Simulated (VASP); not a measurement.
# ZrS2 in VASP: a series of runs

Runs on ZrS2. Level: PBE+D3(BJ). Tasks: relaxation of the atoms.

Program: VASP 6.6.1. These are calculated values, not measurements. Logs are shortened: lines on timing, memory, paths and dates and some standing lists are left out, and cuts for length are marked.

### Step 1. The cell of the first run

The cell holds a slab with vacuum, 3 atoms: a = 3.795 Å, b = 3.795 Å, c = 31.842 Å, α = 90.00°, β = 90.00°, γ = 120.00°.

### Step 2. Relaxation of the atoms, PBE+D3(BJ) (biaxial strain +0.040)

INCAR reads:

```
SYSTEM = ZrS2
PREC = Accurate
ENCUT = 450
EDIFF = 1E-7
ISMEAR = 0
SIGMA = 0.02
LREAL = .FALSE.
LASPH = .TRUE.
NELM = 120
ALGO = Normal
ISIF = 2
LWAVE = .FALSE.
LCHARG = .FALSE.
LDIPOL = .TRUE.
IDIPOL = 3
DIPOL = 0.5 0.5 0.500
GGA = PE
IVDW = 12
IBRION = 2
NSW = 60
EDIFFG = -0.01
GGA_COMPAT = .FALSE.
NELMIN = 4
NELMDL = -8
```

KPOINTS reads:

```
Automatic mesh
0
G
  9 9 1
  0 0 0
```

POSCAR reads:

```
ZrS2
1.0
    3.7945109590      0.0000000000      0.0000000000
   -1.8972554795      3.2861428854      0.0000000000
    0.0000000000      0.0000000000     31.8415096473
S Zr
2 1
Direct
    0.6666666667      0.3333333333      0.4541937806
    0.3333333333      0.6666666667      0.5458062194
    0.0000000000      0.0000000000      0.5000000000
```

Potentials or basis: VASP PAW PBE potentials, release 64 (S, Zr_sv).

Command:

```sh
cat potpaw_PBE.64/S/POTCAR potpaw_PBE.64/Zr_sv/POTCAR > POTCAR
mpirun -np 1 vasp_std > vasp.out
```

OUTCAR:

```text
SYSTEM = ZrS2
   PREC = Accurate
   ENCUT = 450
   EDIFF = 1E-7
   ISMEAR = 0
   LREAL = .FALSE.
   LASPH = .TRUE.
   NELM = 120
   ISIF = 2
   GGA = PE
   IVDW = 12
   IBRION = 2
   NSW = 60
   EDIFFG = -0.01
   NELMIN = 4
   NELMDL = -8
 IVDW          = 12

 ion  position               nearest neighbor table
   1  0.667  0.333  0.454-   3 2.63   3 2.63   3 2.63
   2  0.333  0.667  0.546-   3 2.63   3 2.63   3 2.63
   3  0.000  0.000  0.500-   1 2.63   2 2.63   2 2.63   1 2.63   1 2.63   2 2.63

  LATTYP: Found a hexagonal cell.
 ALAT       =     3.7945109590
 C/A-ratio  =     8.3914659864

  Lattice vectors:

 A1 = (   3.7945109590,   0.0000000000,   0.0000000000)
 A2 = (  -1.8972554795,   3.2861428854,   0.0000000000)
 A3 = (   0.0000000000,   0.0000000000,  31.8415096473)

Analysis of symmetry for initial positions (statically):
=====================================================================
 Subroutine PRICEL returns:
 Original cell was already a primitive cell.

 Routine SETGRP: Setting up the symmetry group for a
 hexagonal supercell.

 Subroutine GETGRP returns: Found 12 space group operations
 (whereof 12 operations were pure point group operations)
 out of a pool of 24 trial point group operations.

The static configuration has the point symmetry D_3d.

Analysis of symmetry for dynamics (positions and initial velocities):
=====================================================================
 Subroutine PRICEL returns:
 Original cell was already a primitive cell.

 Routine SETGRP: Setting up the symmetry group for a
 hexagonal supercell.

 Subroutine GETGRP returns: Found 12 space group operations
 (whereof 12 operations were pure point group operations)
 out of a pool of 24 trial point group operations.

The dynamic configuration has the point symmetry D_3d.

 Subroutine INISYM returns: Found 12 space group operations
 (whereof 12 operations are pure point group operations),
 and found     1 'primitive' translations

----------------------------------------------------------------------------------------

                                     Primitive cell

  volume of cell :     397.0415

  direct lattice vectors                    reciprocal lattice vectors
     3.794510959  0.000000000  0.000000000     0.263538572  0.152154066  0.000000000
[... 81 lines left out ...]
   ISIF   =      2    stress and relaxation
   ISYM   =      2    0-nonsym 1-usesym 2-fastsym
   POTIM  = 0.5000    time-step for ionic-motion
   TEBEG  =    0.0;   TEEND  =   0.0 temperature during run
   PSTRESS=    0.0 pullay stress
   NELECT =      24.0000    total number of electrons
   NUPDOWN=      -1.0000    fix difference up-down
   EMIN   =  10.00;   EMAX   =-10.00  energy-range for DOS
   EFERMI =   0.00;   METHOD = LEGACY
   ISMEAR =     0;   SIGMA  =   0.02  broadening in eV -4-tet -1-fermi 0-gaus
   EFERMI_NEDOS =   21; number of points for ismear=-14 and -15
   IALGO  =     38    algorithm
   IMIX   =      4    mixing-type and parameters
     AMIX     =   0.40;   BMIX     =  1.00
     AMIX_MAG =   1.60;   BMIX_MAG =  1.00
  volume/ion in A,a.u.               =     132.35       893.12
  Fermi-wavevector in a.u.,A,eV,Ry     =   0.642490  1.214131  5.616401  0.412794
  Thomas-Fermi vector in A             =   1.709178
   LORBIT       =      0    0 simple, 1 ext, 2 COOP (PROOUT), +10 PAW based schemes
   GGA     = PE    functional components
   LHFCALC =     F    Hartree Fock is set to
   AEXX    =    0.0000 exact exchange contribution
   IVDW    =    12    specifies the selected vdW correction
   LEPSILON=     F    determine dielectric tensor
   LRPA    =     F    only Hartree local field effects (RPA)
 conjugate gradient relaxation of ions
 non-spin polarized calculation
 Gauss-broadening in eV      SIGMA  =   0.02
  energy-cutoff  :      450.00
  volume of cell :      397.04
 maximum number of plane-waves:      8739
 NGX is ok and might be reduce to    28
   NGX = 13   NGY = 13   NGZ =111

--------------------------------------- Ionic step        1  -------------------------------------------

 number of electron      23.9999997 magnetization

 Free energy of the ion-electron system (eV)
  ---------------------------------------------------
  ext. energy  EPLUGINS =         0.00000000
  ---------------------------------------------------
  free energy    TOTEN  =       -21.34151242 eV

  energy without entropy =      -21.34151242  energy(sigma->0) =      -21.34151242

------------------------ aborting loop because EDIFF is reached ----------------------------------------

 Edisp (eV)   -0.67597

 E8    (eV) :    -0.3067
[... 67 lines left out ...]
  FREE ENERGIE OF THE ION-ELECTRON SYSTEM (eV)
  ---------------------------------------------------
  free  energy   TOTEN  =       -22.0504397512 eV

  energy  without entropy=      -22.0504397512  energy(sigma->0) =      -22.05043975

 dipolmoment           0.000000      0.000000     -0.000000 electrons x Angstroem

--------------------------------------- Ionic step        3  -------------------------------------------

 number of electron      23.9999997 magnetization

 dipolmoment           0.000000      0.000000      0.000000 electrons x Angstroem

 Free energy of the ion-electron system (eV)
  ---------------------------------------------------
  ext. energy  EPLUGINS =         0.00000000
  ---------------------------------------------------
  free energy    TOTEN  =       -21.37853406 eV

  energy without entropy =      -21.37853406  energy(sigma->0) =      -21.37853406

 E-fermi :  -4.6025     XC(G=0):  -1.9922

 val. band max:       -4.7213956523   @ k =   0.0000   0.0000   0.0000
 cond. band min:      -3.1909917372   @ k =   0.4444   0.0000   0.0000
 fundamental gap:      1.5304039151
 Fermi energy:        -4.6024689543

 k-point     1 :       0.0000    0.0000    0.0000
  band No.  band energies     occupation
      1     -53.6616      2.00000
      2     -31.6962      2.00000
      3     -31.5615      2.00000
      4     -31.5615      2.00000
      5     -16.8251      2.00000
      6     -15.6527      2.00000
[... 207 lines left out ...]
      5     -15.7692      2.00000
      6     -15.7692      2.00000
[... 8 lines left out ...]
     15      -1.5331      0.00000
     16       0.4877      0.00000

------------------------ aborting loop because EDIFF is reached ----------------------------------------

 vacuum level on the upper side and lower side of the slab       (xc-potential included)        -0.059        -0.059

 Edisp (eV)   -0.68533

 E8    (eV) :    -0.3110

  FORCE on cell =-STRESS in cart. coord.  units (eV):
  Direction    XX          YY          ZZ          XY          YZ          ZX
  --------------------------------------------------------------------------------------
  -------------------------------------------------------------------------------------
  Total      -2.49609    -2.49609    -0.04347    -0.00000    -0.00000     0.00000
  in kB     -10.07246   -10.07246    -0.17543    -0.00000    -0.00000     0.00000
  external pressure =       -6.77 kB  Pullay stress =        0.00 kB
[... 18 lines left out ...]
  FREE ENERGIE OF THE ION-ELECTRON SYSTEM (eV)
  ---------------------------------------------------
  free  energy   TOTEN  =       -22.0638624358 eV

  energy  without entropy=      -22.0638624358  energy(sigma->0) =      -22.06386244

 reached required accuracy - stopping structural energy minimisation

 vacuum level on the upper side and lower side of the slab         1.853         1.853
```

OSZICAR:

```text
N       E                     dE             d eps       ncg     rms          rms(c)
DAV:   1     0.155004288986E+03    0.15500E+03   -0.94786E+03   520   0.953E+02
DAV:   2    -0.151380187267E+01   -0.15652E+03   -0.15328E+03   520   0.216E+02
DAV:   3    -0.233099134218E+02   -0.21796E+02   -0.21764E+02   696   0.752E+01
[... 58 lines left out ...]
DAV:  13    -0.213785328191E+02   -0.79052E-06   -0.23899E-08   416   0.724E-04    0.421E-04
DAV:  14    -0.213785334932E+02   -0.67410E-06   -0.17102E-08   328   0.565E-04    0.887E-05
DAV:  15    -0.213785339068E+02   -0.41363E-06   -0.42616E-09   336   0.271E-04    0.104E-04
DAV:  16    -0.213785340242E+02   -0.11738E-06   -0.61250E-10   272   0.168E-04    0.383E-05
DAV:  17    -0.213785340648E+02   -0.40647E-07    0.35322E-10   280   0.100E-04
   3 F= -.22063862E+02 E0= -.22063862E+02  d E =-.463804E-01
```

It took 7.8 min on 1 thread of Intel Xeon Platinum 8375C at 2.90GHz (Ice Lake), shared host; peak memory 0.48 GiB.

Results:

| Item | Value |
| --- | --- |
| Free energy | -22.0639 eV |
| Energy gained by relaxing | 15.5 meV/atom |
| Ionic steps | 3 |
| Largest force after relaxing | 0.007 eV/Å |
| Band gap on the k mesh | 1.53 eV (least direct gap 1.72 eV) |
| Dispersion energy per atom | -0.228 eV |

Forces in eV/Å, atoms in the order of the input:
```
S    0.000  0.000  0.007
S    0.000  0.000 -0.007
Zr   0.000  0.000  0.000
```

Step by step:
| step | energy change (eV) | largest force (eV/Å) | pressure (GPa) |
| --- | --- | --- | --- |
| 1 | 0.0000 | 0.6646 | -1.24 |
| 2 | -0.0330 | 0.3609 | -0.98 |
| 3 | -0.0464 | 0.0071 | -0.68 |

Final structure:
```
CELL_PARAMETERS angstrom
3.79451 0.00000 0.00000
-1.89726 3.28614 0.00000
0.00000 0.00000 31.84151
ATOMIC_POSITIONS crystal
S 0.66667 0.33333 0.45634
S 0.33333 0.66667 0.54366
Zr 0.00000 0.00000 0.50000
```

Levels at points of the mesh, in eV from the valence-band top:
| k point | band 8 | band 9 | band 10 | band 11 | band 12 | band 13 | band 14 | band 15 | band 16 |
| --- | --- | --- | --- | --- | --- | --- | --- | --- | --- |
| (0.00, 0.00, 0.00) | -2.63 | -2.63 | -0.49 | 0.00 | 0.00 | 1.72 | 1.72 | 2.85 | 5.37 |

Caveat: the cell differs from its parent crystal (biaxial strain +0.040).

### Step 3. Relaxation of the atoms, PBE+D3(BJ) (biaxial strain -0.040)

INCAR reads:

```
SYSTEM = ZrS2
PREC = Accurate
ENCUT = 450
EDIFF = 1E-7
ISMEAR = 0
SIGMA = 0.02
LREAL = .False.
LASPH = .True.
NELM = 120
ALGO = Normal
ISIF = 2
LWAVE = .False.
LCHARG = .False.
LDIPOL = .True.
IDIPOL = 3
DIPOL = 0.5 0.5 0.500
GGA = PE
IVDW = 12
IBRION = 2
NSW = 60
EDIFFG = -0.01
GGA_COMPAT = .False.
NELMIN = 4
NELMDL = -8
```

KPOINTS reads:

```
regular mesh
0
Gamma
  9 9 1
  0 0 0
```

POSCAR reads:

```
ZrS2
1.0
    3.5026255006      0.0000000000      0.0000000000
   -1.7513127503      3.0333626635      0.0000000000
    0.0000000000      0.0000000000     31.8415096473
S Zr
2 1
Direct
    0.6666666667      0.3333333333      0.4541937806
    0.3333333333      0.6666666667      0.5458062194
    0.0000000000      0.0000000000      0.5000000000
```

Potentials or basis: VASP PAW PBE potentials, release 64 (S, Zr_sv).

Command:

```sh
cat potpaw_PBE.64/S/POTCAR potpaw_PBE.64/Zr_sv/POTCAR > POTCAR
mpirun -np 1 vasp_std > vasp.out
```

Wall time 2.1 min (1 thread of Intel Xeon Platinum 8488C (Sapphire Rapids), shared host); peak memory 0.4 GiB.

Results (log left out):

```yaml
Free_energy: -22.0469 eV
Energy_gained_by_relaxing: 19.7 meV/atom
Ionic_steps: 3
Band_gap_on_the_k_mesh: 0.59 eV (least direct gap 1.53 eV)
Dispersion_energy_per_atom: -0.265 eV
```

Step by step:
| step | energy change (eV) | largest force (eV/Å) | pressure (GPa) |
| --- | --- | --- | --- |
| 1 | 0.0000 | 0.8953 | 1.79 |
| 2 | -0.0518 | 0.3088 | 1.21 |
| 3 | -0.0590 | 0.0011 | 0.91 |

Final structure:
```yaml
crystal:
  lattice:
    - [3.50263, 0.00000, 0.00000]
    - [-1.75131, 3.03336, 0.00000]
    - [0.00000, 0.00000, 31.84151]
  atoms:
    - { symbol: S, position: [0.66667, 0.33333, 0.45209] }
    - { symbol: S, position: [0.33333, 0.66667, 0.54791] }
    - { symbol: Zr, position: [0.00000, 0.00000, 0.50000] }
```

Levels at points of the mesh, in eV from the valence-band top:
| k point | band 10 | band 11 | band 12 | band 13 | band 14 | band 15 |
| --- | --- | --- | --- | --- | --- | --- |
| (0.00, 0.00, 0.00) | -1.39 | 0.00 | 0.00 | 1.61 | 1.61 | 2.05 |

Caveat: the cell differs from its parent crystal (biaxial strain -0.040).

[end of part 1 of 2]
